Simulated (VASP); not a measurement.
**Ru: single point with PBEsol**

Ru:

```
Ru
1.0
     2.74727    0.00000    0.00000
    -1.37363    2.37921    0.00000
     0.00000    0.00000    4.20634
Ru
2
Direct
  0.33333 0.66667 0.25000
  0.66667 0.33333 0.75000
```

This cell differs from its parent crystal: volume 13.747 Å^3 an atom, c/a of the conventional cell 1.5311.

```json
{
  "Program": "VASP 6.6.1",
  "Task": "single point",
  "Functional": "PBEsol",
  "Potentials or basis": "VASP PAW PBE potentials, release 64 (Ru_pv)",
  "Cutoff": "520 eV",
  "k mesh": "21 × 21 × 12",
  "Occupations": "gaussian, width 0.15 eV",
  "Spin": "no spin polarisation",
  "Dipole correction": "no",
  "Further INCAR settings": "ALGO = Fast; EDIFF = 1e-07; NBANDS = 21"
}
```

```yaml
Pressure: -9.5 GPa
Band_gap_on_the_k_mesh: zero (band 14 reaches 13.88 eV, above the bottom of band 15 at 10.81 eV)
```

Stress tensor (GPa, compression positive):
```
-13.62   0.00   0.00
  0.00 -13.62   0.00
  0.00   0.00  -1.22
```

Levels at points of the mesh, in eV from the Fermi level:
| k point | band 10 | band 11 | band 12 | band 13 | band 14 | band 15 | band 16 | band 17 | band 18 | band 19 |
| --- | --- | --- | --- | --- | --- | --- | --- | --- | --- | --- |
| (0.00, 0.00, 0.00) | -2.61 | -2.09 | -1.86 | -1.86 | -1.63 | -1.63 | 1.15 | 1.15 | 1.59 | 10.24 |
| (0.00, 0.00, 0.50) | -2.86 | -2.86 | -2.86 | -2.54 | -2.54 | 0.56 | 0.56 | 0.56 | 0.56 | 10.28 |

Wall time 2.8 min on 1 thread of Intel(R) Xeon(R) Platinum 8259CL CPU @ 2.50GHz (Skylake/Cascade Lake) (shared host), peak memory 0.25 GiB.

Caveat: the PAW data sets were made with another functional, which shifts forces and pressure a little.
